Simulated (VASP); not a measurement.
# Se (P1) in VASP: a series of runs

Se is run at these levels: PBE; tasks: single point.

All numbers are computed with VASP 6.6.1; they aren't measurements. Logs are shortened: lines on timing, memory, paths and dates and some standing lists are left out, and cuts for length are marked.

## 1. The cell of the first run

The typed cell holds 3 atoms: a = 4.355 Å, b = 4.374 Å, c = 4.950 Å, α = 90.21°, β = 90.57°, γ = 120.43°.

## 2. Single point, PBE (equal xy, yz and zx shear strains of -1 %)

INCAR reads:

```
ALGO = Normal
EDIFF = 1E-7
ENCUT = 520
GGA = PE
ISIF = 2
ISMEAR = -1
LASPH = T
LCHARG = T
LELF = T
LREAL = F
LVHAR = T
LWAVE = F
NBANDS = 16
NELM = 60
PREC = Accurate
SIGMA = 0.03
```

KPOINTS reads:

```
k-points
0
Gamma
  8 8 6
```

POSCAR reads:

```
Se
1.0
    4.3551696776     -0.0217758484     -0.0217758484
   -2.1964432767      3.7825755028     -0.0079705137
   -0.0247472500     -0.0247472500      4.9494500000
Se
3
Direct
    0.2170000000      0.0000000000      0.1666666667
    0.0000000000      0.2170000000      0.8333333333
    0.7830000000      0.7830000000      0.5000000000
```

Potentials or basis: VASP PAW PBE potentials, release 64 (Se).

On the command line:

```bash
> cat potpaw_PBE.64/Se/POTCAR > POTCAR
> mpirun -np 1 vasp_std > vasp.out
```

OUTCAR:

```text
EDIFF = 1E-7
   ENCUT = 520
   GGA = PE
   ISIF = 2
   ISMEAR = -1
   LASPH = T
   LREAL = F
   NELM = 60
   PREC = Accurate

 ion  position               nearest neighbor table
   1  0.217  0.000  0.167-   2 2.32   3 2.33
   2  0.000  0.217  0.833-   3 2.31   1 2.32
   3  0.783  0.783  0.500-   2 2.31   1 2.33

  LATTYP: Found a triclinic cell.
 ALAT       =     4.3364269348
 B/A-ratio  =     1.7320508076
 C/A-ratio  =     2.3214714916
 COS(alpha) =     0.0023942472
 COS(beta)  =     0.4412429933
 COS(gamma) =     0.8635100504

  Lattice vectors:

 A1 = (   2.1587264009,   3.7607996544,  -0.0297463621)
 A2 = (   6.5138960785,   3.7390238060,  -0.0515222105)
 A3 = (  -4.3681393034,   7.5898982556,  -4.9653910274)

Analysis of symmetry for initial positions (statically):
=====================================================================
 Subroutine PRICEL returns:
 Original cell was already a primitive cell.

 Routine SETGRP: Setting up the symmetry group for a
 triclinic supercell.

 Subroutine GETGRP returns: Found  1 space group operations
 (whereof  1 operations were pure point group operations)
 out of a pool of  2 trial point group operations.

The static configuration has the point symmetry C_1 .

Analysis of symmetry for dynamics (positions and initial velocities):
=====================================================================
 Subroutine PRICEL returns:
 Original cell was already a primitive cell.

 Routine SETGRP: Setting up the symmetry group for a
 triclinic supercell.

 Subroutine GETGRP returns: Found  1 space group operations
 (whereof  1 operations were pure point group operations)
 out of a pool of  2 trial point group operations.

The dynamic configuration has the point symmetry C_1 .

 Subroutine INISYM returns: Found  1 space group operations
 (whereof  1 operations are pure point group operations),
 and found     1 'primitive' translations

----------------------------------------------------------------------------------------

                                     Primitive cell

  volume of cell :      81.2952

  direct lattice vectors                    reciprocal lattice vectors
     4.355169678 -0.021775848 -0.021775848     0.230289916  0.133727203  0.001820086
    -2.196443277  3.782575503 -0.007970514     0.001332395  0.265146631  0.001332395
    -0.024747250 -0.024747250  4.949450000     0.001015341  0.001015341  0.202052805

  length of vectors
     4.355278555  4.374048929  4.949573735     0.266307572  0.265153326  0.202057907

  position of ions in fractional coordinates (direct lattice)
     0.217000000  1.000000000  0.166666667
     0.000000000  0.217000000  0.833333333
     0.783000000  0.783000000  0.500000000

  ion indices of the primitive-cell ions
   primitive index   ion index
                 1           1
                 2           2
                 3           3

----------------------------------------------------------------------------------------

 KPOINTS: k-points

Automatic generation of k-mesh.
 Grid dimensions read from file:
 generate k-points for:    8    8    6

 Generating k-lattice:

  Cartesian coordinates                     Fractional coordinates (reciprocal lattice)
     0.028786239  0.016715900  0.000227511     0.125000000  0.000000000  0.000000000
     0.000166549  0.033143329  0.000166549     0.000000000  0.125000000 -0.000000000
     0.000169223  0.000169223  0.033675467     0.000000000 -0.000000000  0.166666667

  Length of vectors
     0.033288446  0.033144166  0.033676318

  Shift w.r.t. Gamma in fractional coordinates (k-lattice)
     0.000000000  0.000000000  0.000000000

 Subroutine IBZKPT returns following result:
 ===========================================

 Found    196 irreducible k-points:

 Following reciprocal coordinates:
            Coordinates               Weight
  0.000000  0.000000  0.000000      1.000000
  0.125000  0.000000  0.000000      2.000000
  0.250000  0.000000  0.000000      2.000000
  0.375000 -0.000000  0.000000      2.000000
  0.500000  0.000000  0.000000      1.000000
  0.000000  0.125000 -0.000000      2.000000
[... 16 lines left out ...]
  0.125000  0.375000  0.000000      2.000000
  0.250000  0.375000  0.000000      2.000000
 [... further k-points ...]
   k-points           NKPTS =    196   k-points in BZ     NKDIM =    196   number of bands    NBANDS=     16
   number of dos      NEDOS =    301   number of ions     NIONS =      3
   total plane-waves  NPLWV =  46080
   dimension x,y,z NGX =    32 NGY =   36 NGZ =   40
   dimension x,y,z NGXF=    64 NGYF=   72 NGZF=   80
   ions per type =               3
   NGX,Y,Z   is equivalent  to a cutoff of  12.21, 13.68, 13.44 a.u.
   NGXF,Y,Z  is equivalent  to a cutoff of  24.43, 27.37, 26.87 a.u.
 SYSTEM =  unknown system
   PREC   = accura    normal or accurate (medium, high low for compatibility)
   ISTART =      0    job   : 0-new  1-cont  2-samecut
   ICHARG =      2    charge: 1-file 2-atom 10-const
   ISPIN  =      1    spin polarized calculation?
   LNONCOLLINEAR =      F non collinear calculations
   LSORBIT =      F    spin-orbit coupling
   LASPH  =      T    aspherical Exc in radial PAW
   ENCUT  =  520.0 eV  38.22 Ry    6.18 a.u.   8.10  8.13  9.20*2*pi/ulx,y,z
   NELM   =     60;   NELMIN=  2; NELMDL= -5     # of ELM steps
   EDIFF  = 0.1E-06   stopping-criterion for ELM
   LREAL  =      F    real-space projection
   EDIFFG = 0.1E-05   stopping-criterion for IOM
   NSW    =      0    number of steps for IOM
   IBRION =     -1    ionic relax: 0-MD 1-quasi-New 2-CG
   NFREE  =      0    steps in history (QN), initial steepest desc. (CG)
   ISIF   =      2    stress and relaxation
   ISYM   =      2    0-nonsym 1-usesym 2-fastsym
   POTIM  = 0.5000    time-step for ionic-motion
   TEBEG  =    0.0;   TEEND  =   0.0 temperature during run
   PSTRESS=    0.0 pullay stress
   NELECT =      18.0000    total number of electrons
   NUPDOWN=      -1.0000    fix difference up-down
   EMIN   =  10.00;   EMAX   =-10.00  energy-range for DOS
   EFERMI =   0.00;   METHOD = LEGACY
   ISMEAR =    -1;   SIGMA  =   0.03  broadening in eV -4-tet -1-fermi 0-gaus
   EFERMI_NEDOS =   21; number of points for ismear=-14 and -15
   IALGO  =     38    algorithm
   IMIX   =      4    mixing-type and parameters
     AMIX     =   0.40;   BMIX     =  1.00
     AMIX_MAG =   1.60;   BMIX_MAG =  1.00
  volume/ion in A,a.u.               =      27.10       182.87
  Fermi-wavevector in a.u.,A,eV,Ry     =   0.990400  1.871585 13.345849  0.980892
  Thomas-Fermi vector in A             =   2.122068
   LORBIT       =      0    0 simple, 1 ext, 2 COOP (PROOUT), +10 PAW based schemes
   GGA     = PE    functional components
   LHFCALC =     F    Hartree Fock is set to
   AEXX    =    0.0000 exact exchange contribution
   IVDW    =     0    specifies the selected vdW correction
   LEPSILON=     F    determine dielectric tensor
   LRPA    =     F    only Hartree local field effects (RPA)
 non-spin polarized calculation
  energy-cutoff  :      520.00
  volume of cell :       81.30
 maximum number of plane-waves:      2208
   NGX = 17   NGY = 17   NGZ = 19

 number of electron      17.9999999 magnetization

 Free energy of the ion-electron system (eV)
  ---------------------------------------------------
  ext. energy  EPLUGINS =         0.00000000
  ---------------------------------------------------
  free energy    TOTEN  =       -10.36875037 eV

  energy without entropy =      -10.36875037  energy(sigma->0) =      -10.36875037

 E-fermi :   3.3113     XC(G=0):  -8.8325

 val. band max:        2.7807623726   @ k =   0.0000   0.5000   0.5000
 cond. band min:       3.8584809459   @ k =   0.3750   0.3750   0.5000
 fundamental gap:      1.0777185732
 Fermi energy:         3.3112689215

 k-point     1 :       0.0000    0.0000    0.0000
  band No.  band energies     occupation
      1     -13.3919      2.00000
      2      -9.1033      2.00000
      3      -9.0538      2.00000
      4      -1.2515      2.00000
      5      -1.2228      2.00000
      6      -1.0209      2.00000
[... 8 lines left out ...]
     15       9.1629      0.00000
     16      11.1051      0.00000

 k-point     2 :       0.1250    0.0000    0.0000
  band No.  band energies     occupation
      1     -13.3359      2.00000
      2      -9.1487      2.00000
      3      -9.0472      2.00000
      4      -1.7034      2.00000
      5      -1.4368      2.00000
      6      -0.8611      2.00000
[... 8 lines left out ...]
     15       9.6996      0.00000
     16      11.0926      0.00000

 k-point     3 :       0.2500    0.0000    0.0000
  band No.  band energies     occupation
      1     -13.1910      2.00000
      2      -9.2845      2.00000
      3      -9.0237      2.00000
      4      -2.2410      2.00000
      5      -1.7581      2.00000
      6      -0.8569      2.00000
[... 8 lines left out ...]
     15      10.6277      0.00000
     16      11.5422      0.00000

 k-point     4 :       0.3750   -0.0000    0.0000
  band No.  band energies     occupation
      1     -13.0293      2.00000
      2      -9.4519      2.00000
      3      -8.9985      2.00000
      4      -2.5310      2.00000
      5      -2.0068      2.00000
      6      -0.8290      2.00000
[... 8 lines left out ...]
     15      11.5686      0.00000
     16      12.5274      0.00000
[... 324 lines left out ...]
 k-point    22 :       0.0000    0.3750   -0.0000
  band No.  band energies     occupation
      1     -13.0313      2.00000
      2      -9.4031      2.00000
      3      -9.0610      2.00000
      4      -2.5622      2.00000
      5      -1.9918      2.00000
      6      -0.8126      2.00000
[... 8 lines left out ...]
     15      11.6037      0.00000
     16      12.3914      0.00000

 k-point    23 :       0.1250    0.3750    0.0000
  band No.  band energies     occupation
      1     -12.9597      2.00000
      2      -9.4329      2.00000
      3      -9.1042      2.00000
      4      -2.5836      2.00000
      5      -2.1669      2.00000
      6      -0.6179      2.00000
[... 8 lines left out ...]
     15      11.9441      0.00000
     16      12.4638      0.00000

 k-point    24 :       0.2500    0.3750    0.0000
  band No.  band energies     occupation
      1     -12.9109      2.00000
      2      -9.3563      2.00000
      3      -9.2381      2.00000
      4      -2.5080      2.00000
      5      -2.3529      2.00000
      6      -0.3044      2.00000
[... 8 lines left out ...]
     15      11.0847      0.00000
     16      12.3154      0.00000

 [... further k-points ...]
[... 5 lines left out ...]
  --------------------------------------------------------------------------------------
  -------------------------------------------------------------------------------------
  Total        2.2827413      2.5456244      3.8715123     -0.0613820      0.2876655      0.1505614
  in kB       44.9885746     50.1695092     76.3002872     -1.2097244      5.6693503      2.9672836
  external PRESSURE =      57.1527904 kB  Pullay stress =       0.0000000 kB

 VOLUME and BASIS-vectors are now :
 -----------------------------------------------------------------------------
  energy-cutoff  :      520.00
  volume of cell :       81.30
      direct lattice vectors                 reciprocal lattice vectors
     4.355169678 -0.021775848 -0.021775848     0.230289916  0.133727203  0.001820086
    -2.196443277  3.782575503 -0.007970514     0.001332395  0.265146631  0.001332395
    -0.024747250 -0.024747250  4.949450000     0.001015341  0.001015341  0.202052805

 POSITION                                       TOTAL-FORCE (eV/Angst)
 -----------------------------------------------------------------------------------
      0.94095     -0.00885      0.82018         1.127398     -0.025135      0.088282
     -0.49725      0.80020      4.12281        -0.585397      1.096920      0.089249
      1.67791      2.93233      2.45143        -0.542001     -1.071784     -0.177532
 -----------------------------------------------------------------------------------
    total drift:                               -0.000006      0.000054      0.000010

  FREE ENERGIE OF THE ION-ELECTRON SYSTEM (eV)
  ---------------------------------------------------
  free  energy   TOTEN  =       -10.3687503668 eV

  energy  without entropy=      -10.3687503664  energy(sigma->0) =      -10.36875037
```

It took 6.1 min on 1 thread of Intel Xeon 8259CL, shared host; peak memory 0.34 GiB.

Results:

* Free energy: -10.3688 eV
* Pressure: 5.7 GPa
* Largest force: 1.247 eV/Å
* Band gap on the k mesh: 1.08 eV (least direct gap 1.17 eV)

Forces in eV/Å, atoms in the order of the input:
```
Se   1.127 -0.025  0.088
Se  -0.585  1.097  0.089
Se  -0.542 -1.072 -0.178
```

Caveat: the cell differs from its parent crystal (equal xy, yz and zx shear strains of -1 %); the cell stands under pressure; forces of over 1 eV/Å act on the atoms, so gaps and moduli don't describe the material at rest. A k mesh can miss the band edges.

(Continued in part 2 of 2.)
